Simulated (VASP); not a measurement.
# InP (F-43m) in VASP: a series of runs

Runs on InP. Level: HSE06. Tasks: single point.

Program: VASP 6.6.1. These are calculated values, not measurements. Logs are shortened: lines on timing, memory, paths and dates and some standing lists are left out, and cuts for length are marked.

### 1 The cell of the first run

Symmetry: F-43m, No. 216, cubic system. Conventional cell: a = 5.938 Å, b = 5.938 Å, c = 5.938 Å, α = 90.00°, β = 90.00°, γ = 90.00°. In (site symmetry -43m) has 4 P at 2.57 Å within 3.4 Å. Within 3.4 Å of P (site symmetry -43m) lie 4 In at 2.57 Å.

### 2 Single point, HSE06

POSCAR

```
InP
1.0
    0.0000000000      2.9690636329      2.9690636329
    2.9690636329      0.0000000000      2.9690636329
    2.9690636329      2.9690636329      0.0000000000
In P
1 1
Direct
    0.0000000000      0.0000000000      0.0000000000
    0.7500000000      0.7500000000      0.7500000000
```

INCAR.step1

```
SYSTEM = InP
PREC = Accurate
ENCUT = 520
EDIFF = 1E-5
ISMEAR = -1
SIGMA = 0.05
LREAL = .False.
LASPH = .True.
NELM = 60
ALGO = Normal
ISIF = 2
LWAVE = .True.
NBANDS = 16
GGA = PE
```

INCAR.step2

```
SYSTEM = InP
PREC = Accurate
ENCUT = 520
EDIFF = 1E-6
ISMEAR = -1
SIGMA = 0.05
LREAL = .False.
LASPH = .True.
NELM = 60
ALGO = Normal
ISIF = 2
LWAVE = .False.
LCHARG = .True.
GGA = PE
LHFCALC = .True.
HFSCREEN = 0.2079
PRECFOCK = Normal
LELF = .True.
LVHAR = .True.
NBANDS = 16
ISTART = 1
```

KPOINTS

```
Automatic mesh
0
Gamma
  4 4 4
  0 0 0
```

Potentials or basis: VASP PAW PBE potentials, release 64 (In_d, P).

Launch:

```bash
cat potpaw_PBE.64/In_d/POTCAR potpaw_PBE.64/P/POTCAR > POTCAR
cp INCAR.step1 INCAR
mpirun -np 1 vasp_std > vasp.out
cp INCAR.step2 INCAR
mpirun -np 1 vasp_std > vasp.out
```

OUTCAR:

```text
SYSTEM = InP
   PREC = Accurate
   ENCUT = 520
   EDIFF = 1E-6
   ISMEAR = -1
   LREAL = .False.
   LASPH = .True.
   NELM = 60
   ISIF = 2
   GGA = PE
   LHFCALC = .True.
   HFSCREEN = 0.2079
   PRECFOCK = Normal
   ISTART = 1

 ion  position               nearest neighbor table
   1  0.000  0.000  0.000-   2 2.57   2 2.57   2 2.57   2 2.57
   2  0.750  0.750  0.750-   1 2.57   1 2.57   1 2.57   1 2.57

  LATTYP: Found a face centered cubic cell.
 ALAT       =     5.9381272658

  Lattice vectors:

 A1 = (   0.0000000000,   2.9690636329,   2.9690636329)
 A2 = (   2.9690636329,   0.0000000000,   2.9690636329)
 A3 = (   2.9690636329,   2.9690636329,   0.0000000000)

Analysis of symmetry for initial positions (statically):
=====================================================================
 Subroutine PRICEL returns:
 Original cell was already a primitive cell.

 Routine SETGRP: Setting up the symmetry group for a
 face centered cubic supercell.

 Subroutine GETGRP returns: Found 24 space group operations
 (whereof 24 operations were pure point group operations)
 out of a pool of 48 trial point group operations.

The static configuration has the point symmetry T_d .

Analysis of symmetry for dynamics (positions and initial velocities):
=====================================================================
 Subroutine PRICEL returns:
 Original cell was already a primitive cell.

 Routine SETGRP: Setting up the symmetry group for a
 face centered cubic supercell.

 Subroutine GETGRP returns: Found 24 space group operations
 (whereof 24 operations were pure point group operations)
 out of a pool of 48 trial point group operations.

The dynamic configuration has the point symmetry T_d .

 Subroutine INISYM returns: Found 24 space group operations
 (whereof 24 operations are pure point group operations),
 and found     1 'primitive' translations

----------------------------------------------------------------------------------------

                                     Primitive cell

  volume of cell :      52.3466

  direct lattice vectors                    reciprocal lattice vectors
     0.000000000  2.969063633  2.969063633    -0.168403262  0.168403262  0.168403262
     2.969063633  0.000000000  2.969063633     0.168403262 -0.168403262  0.168403262
     2.969063633  2.969063633  0.000000000     0.168403262  0.168403262 -0.168403262

  length of vectors
     4.198890057  4.198890057  4.198890057     0.291683005  0.291683005  0.291683005

  position of ions in fractional coordinates (direct lattice)
     0.000000000  0.000000000  0.000000000
     0.750000000  0.750000000  0.750000000

  ion indices of the primitive-cell ions
   primitive index   ion index
                 1           1
                 2           2

----------------------------------------------------------------------------------------

 KPOINTS: Automatic mesh

Automatic generation of k-mesh.
 Grid dimensions read from file:
 generate k-points for:    4    4    4

 Generating k-lattice:

  Cartesian coordinates                     Fractional coordinates (reciprocal lattice)
    -0.042100815  0.042100815  0.042100815     0.250000000  0.000000000  0.000000000
     0.042100815 -0.042100815  0.042100815     0.000000000  0.250000000  0.000000000
     0.042100815  0.042100815 -0.042100815     0.000000000  0.000000000  0.250000000

  Length of vectors
     0.072920751  0.072920751  0.072920751

  Shift w.r.t. Gamma in fractional coordinates (k-lattice)
     0.000000000  0.000000000  0.000000000

 Subroutine IBZKPT returns following result:
 ===========================================

 Found      8 irreducible k-points:

 Following reciprocal coordinates:
            Coordinates               Weight
  0.000000  0.000000  0.000000      1.000000
  0.250000  0.000000  0.000000      8.000000
  0.500000  0.000000  0.000000      4.000000
  0.250000  0.250000  0.000000      6.000000
  0.500000  0.250000  0.000000     24.000000
 -0.250000  0.250000  0.000000     12.000000
  0.500000  0.500000  0.000000      3.000000
 -0.250000  0.500000  0.250000      6.000000
   k-points           NKPTS =      8   k-points in BZ     NKDIM =     64   number of bands    NBANDS=     16
   number of dos      NEDOS =    301   number of ions     NIONS =      2
   total plane-waves  NPLWV =  32768
   dimension x,y,z NGX =    32 NGY =   32 NGZ =   32
   dimension x,y,z NGXF=    64 NGYF=   64 NGZF=   64
   ions per type =               1   1
   NGX,Y,Z   is equivalent  to a cutoff of  12.67, 12.67, 12.67 a.u.
   NGXF,Y,Z  is equivalent  to a cutoff of  25.34, 25.34, 25.34 a.u.
 SYSTEM =  InP
   PREC   = accura    normal or accurate (medium, high low for compatibility)
   ISTART =      1    job   : 0-new  1-cont  2-samecut
   ICHARG =      0    charge: 1-file 2-atom 10-const
   ISPIN  =      1    spin polarized calculation?
   LNONCOLLINEAR =      F non collinear calculations
   LSORBIT =      F    spin-orbit coupling
   LASPH  =      T    aspherical Exc in radial PAW
   ENCUT  =  520.0 eV  38.22 Ry    6.18 a.u.   7.81  7.81  7.81*2*pi/ulx,y,z
   NELM   =     60;   NELMIN=  2; NELMDL=  0     # of ELM steps
   EDIFF  = 0.1E-05   stopping-criterion for ELM
   LREAL  =      F    real-space projection
   EDIFFG = 0.1E-04   stopping-criterion for IOM
   NSW    =      0    number of steps for IOM
   IBRION =     -1    ionic relax: 0-MD 1-quasi-New 2-CG
   NFREE  =      0    steps in history (QN), initial steepest desc. (CG)
   ISIF   =      2    stress and relaxation
   ISYM   =      3    0-nonsym 1-usesym 2-fastsym
   POTIM  = 0.5000    time-step for ionic-motion
   TEBEG  =    0.0;   TEEND  =   0.0 temperature during run
   PSTRESS=    0.0 pullay stress
   NELECT =      18.0000    total number of electrons
   NUPDOWN=      -1.0000    fix difference up-down
   EMIN   =  10.00;   EMAX   =-10.00  energy-range for DOS
   EFERMI =   0.00;   METHOD = LEGACY
   ISMEAR =    -1;   SIGMA  =   0.05  broadening in eV -4-tet -1-fermi 0-gaus
   EFERMI_NEDOS =   21; number of points for ismear=-14 and -15
   IALGO  =     38    algorithm
   IMIX   =      1    mixing-type and parameters
     AMIX     =   0.40;   BMIX     =  1.00
     AMIX_MAG =   1.60;   BMIX_MAG =  1.00
  volume/ion in A,a.u.               =      26.17       176.63
  Fermi-wavevector in a.u.,A,eV,Ry     =   1.146928  2.167380 17.897701  1.315444
  Thomas-Fermi vector in A             =   2.283610
   LORBIT       =      0    0 simple, 1 ext, 2 COOP (PROOUT), +10 PAW based schemes
   GGA     = PE    functional components
   LHFCALC =     T    Hartree Fock is set to
   PRECFOCK=normal    Normal, Fast or Accurate (Low or Medium for compatibility)
   ENCUT4O =  -1.0   cutoff for four orbital integrals eV
   NKREDX  =     1    reduce k-point grid by
   NKREDY  =     1    reduce k-point grid by
   NKREDZ  =     1    reduce k-point grid by
   AEXX    =    0.2500 exact exchange contribution
   HFSCREEN=    0.2079 screening length (either q_TF or 0.3 A-1)
   HFSCREENC=   0.2079 screening length for correlation (either q_TF or 0.3 A-1)
   ENCUTFOCK=  -1.0 apply spherical cutoff to Coloumb kernel
   IVDW    =     0    specifies the selected vdW correction
   LEPSILON=     F    determine dielectric tensor
   LRPA    =     F    only Hartree local field effects (RPA)
 non-spin polarized calculation
  energy-cutoff  :      520.00
  volume of cell :       52.35
 maximum number of plane-waves:      1424
  NGX = 24; NGY = 24; NGZ = 24

 number of electron      18.0000007 magnetization

 Free energy of the ion-electron system (eV)
  ---------------------------------------------------
  ext. energy  EPLUGINS =         0.00000000
  ---------------------------------------------------
  free energy    TOTEN  =        -9.89823132 eV

  energy without entropy =       -9.89823113  energy(sigma->0) =       -9.89823123

 E-fermi :   5.0436     XC(G=0):  -7.5805

 val. band max:        4.3695070787   @ k =   0.0000   0.0000   0.0000
 cond. band min:       5.6626594117   @ k =   0.0000   0.0000   0.0000
 fundamental gap:      1.2931523331
 Fermi energy:         5.0435640557

 k-point     1 :       0.0000    0.0000    0.0000
  band No.  band energies     occupation
      1     -11.4742      2.00000
      2     -11.4742      2.00000
      3     -11.4742      2.00000
      4     -11.3324      2.00000
      5     -11.3324      2.00000
      6      -8.0767      2.00000
[... 8 lines left out ...]
     15      14.7902      0.00000
     16      14.7902      0.00000

 k-point     2 :       0.2500    0.0000    0.0000
  band No.  band energies     occupation
      1     -11.5234      2.00000
      2     -11.4535      2.00000
      3     -11.4535      2.00000
      4     -11.3303      2.00000
      5     -11.3303      2.00000
      6      -7.3859      2.00000
[... 8 lines left out ...]
     15      13.8753      0.00000
     16      14.3361      0.00000

 k-point     3 :       0.5000    0.0000    0.0000
  band No.  band energies     occupation
      1     -11.5699      2.00000
      2     -11.4389      2.00000
      3     -11.4389      2.00000
      4     -11.3217      2.00000
      5     -11.3217      2.00000
      6      -6.3349      2.00000
[... 8 lines left out ...]
     15      16.0909      0.00000
     16      16.0909      0.00000

 k-point     4 :       0.2500    0.2500    0.0000
  band No.  band energies     occupation
      1     -11.5592      2.00000
      2     -11.4291      2.00000
      3     -11.4291      2.00000
      4     -11.3517      2.00000
      5     -11.3178      2.00000
      6      -7.1549      2.00000
[... 8 lines left out ...]
     15      15.3955      0.00000
     16      17.3448      0.00000

 k-point     5 :       0.5000    0.2500    0.0000
  band No.  band energies     occupation
      1     -11.5927      2.00000
      2     -11.4182      2.00000
      3     -11.4083      2.00000
      4     -11.3494      2.00000
      5     -11.3149      2.00000
      6      -6.0640      2.00000
[... 8 lines left out ...]
     15      16.2356      0.00000
     16      17.4011      0.00000

 k-point     6 :      -0.2500    0.2500    0.0000
  band No.  band energies     occupation
      1     -11.5670      2.00000
      2     -11.4322      2.00000
      3     -11.4272      2.00000
      4     -11.3334      2.00000
      5     -11.3282      2.00000
      6      -6.4545      2.00000
[... 8 lines left out ...]
     15      15.7090      0.00000
     16      17.3040      0.00000

 k-point     7 :       0.5000    0.5000    0.0000
  band No.  band energies     occupation
      1     -11.6313      2.00000
      2     -11.3820      2.00000
      3     -11.3820      2.00000
      4     -11.3751      2.00000
      5     -11.3031      2.00000
      6      -5.6662      2.00000
[... 8 lines left out ...]
     15      16.3093      0.00000
     16      17.2373      0.00000

 k-point     8 :      -0.2500    0.5000    0.2500
  band No.  band energies     occupation
      1     -11.6014      2.00000
      2     -11.4201      2.00000
      3     -11.3884      2.00000
      4     -11.3502      2.00000
      5     -11.3199      2.00000
      6      -5.5982      2.00000
[... 8 lines left out ...]
     15      16.7778      0.00000
     16      17.3621      0.00000

------------------------ aborting loop because EDIFF is reached ----------------------------------------

  FORCE on cell =-STRESS in cart. coord.  units (eV):
  Direction    XX          YY          ZZ          XY          YZ          ZX
  --------------------------------------------------------------------------------------
  -------------------------------------------------------------------------------------
  Total       -0.3985010     -0.3985010     -0.3985010      0.0000000      0.0000000     -0.0000000
  in kB      -12.1969562    -12.1969562    -12.1969562      0.0000000      0.0000000     -0.0000000
  external PRESSURE =     -12.1969562 kB  Pullay stress =       0.0000000 kB

 VOLUME and BASIS-vectors are now :
 -----------------------------------------------------------------------------
  energy-cutoff  :      520.00
  volume of cell :       52.35
      direct lattice vectors                 reciprocal lattice vectors
     0.000000000  2.969063633  2.969063633    -0.168403262  0.168403262  0.168403262
     2.969063633  0.000000000  2.969063633     0.168403262 -0.168403262  0.168403262
     2.969063633  2.969063633  0.000000000     0.168403262  0.168403262 -0.168403262

 POSITION                                       TOTAL-FORCE (eV/Angst)
 -----------------------------------------------------------------------------------
      0.00000      0.00000      0.00000        -0.000000     -0.000000     -0.000000
      4.45360      4.45360      4.45360         0.000000      0.000000      0.000000
 -----------------------------------------------------------------------------------
    total drift:                               -0.000085     -0.000097     -0.000055

  FREE ENERGIE OF THE ION-ELECTRON SYSTEM (eV)
  ---------------------------------------------------
  free  energy   TOTEN  =        -9.8982313174 eV

  energy  without entropy=       -9.8982311349  energy(sigma->0) =       -9.89823123
```

It took 9 min on 1 thread of Intel Xeon Platinum 8375C at 2.90GHz (Ice Lake), shared host; peak memory 0.28 GiB.

Results:

| Property | Result |
| --- | --- |
| Free energy | -9.8982 eV |
| Pressure | -1.2 GPa |
| Band gap on the k mesh | 1.29 eV, direct |

Caveat: the k points lie up to 0.46 Å⁻¹ apart; the PAW data sets were made with another functional, which shifts forces and pressure a little; spin-orbit coupling is left out, which moves the levels of the heavy elements.

### 3 Single point, HSE06

This run uses another cell than the first one, of 26.68 Å³/atom, 1.019 times its volume.

POSCAR

```
InP
1.0
    0.0000000000      2.9879753761      2.9879753761
    2.9879753761      0.0000000000      2.9879753761
    2.9879753761      2.9879753761      0.0000000000
In P
1 1
Direct
    0.0000000000      0.0000000000      0.0000000000
    0.7500000000      0.7500000000      0.7500000000
```

INCAR.step1

```
PREC = Accurate
ENCUT = 520
EDIFF = 1E-5
ISMEAR = -1
SIGMA = 0.05
LREAL = F
LASPH = T
NELM = 80
ALGO = Normal
ISIF = 2
LWAVE = T
LCHARG = F
NBANDS = 16
GGA = PE
```

INCAR.step2

```
PREC = Accurate
ENCUT = 520
EDIFF = 1E-6
ISMEAR = -1
SIGMA = 0.05
LREAL = F
LASPH = T
NELM = 80
ALGO = Normal
ISIF = 2
LWAVE = F
LCHARG = F
GGA = PE
LHFCALC = T
HFSCREEN = 0.2079
PRECFOCK = Normal
NBANDS = 16
ISTART = 1
```

KPOINTS

```
regular mesh
0
Gamma
  4 4 4
```

Potentials or basis: VASP PAW PBE potentials, release 64 (In_d, P).

Launch:

```bash
cat potpaw_PBE.64/In_d/POTCAR potpaw_PBE.64/P/POTCAR > POTCAR
cp INCAR.step1 INCAR
mpirun -np 1 vasp_std > vasp.out
cp INCAR.step2 INCAR
mpirun -np 1 vasp_std > vasp.out
```

Wall time 8.4 min (1 thread of Intel Xeon Platinum 8375C at 2.90GHz (Ice Lake), shared host); peak memory 0.28 GiB.

The run converged. Its results:

- Free energy: -9.8875 eV
- Pressure: -2.4 GPa
- Band gap on the k mesh: 1.18 eV, direct

Levels at points of the mesh, in eV from the valence-band top:
| k point | band 7 | band 8 | band 9 | band 10 | band 11 | band 12 |
| --- | --- | --- | --- | --- | --- | --- |
| (0.00, 0.00, 0.00) | 0.00 | 0.00 | 0.00 | 1.18 | 4.90 | 4.90 |
| (0.50, 0.00, 0.00) | -5.92 | -0.97 | -0.97 | 2.11 | 5.63 | 5.63 |
| (0.50, 0.50, 0.00) | -5.98 | -2.33 | -2.33 | 2.46 | 2.99 | 10.04 |

Caveat: the k points lie up to 0.46 Å⁻¹ apart; the PAW data sets were made with another functional, which shifts forces and pressure a little; spin-orbit coupling is left out, which moves the levels of the heavy elements.
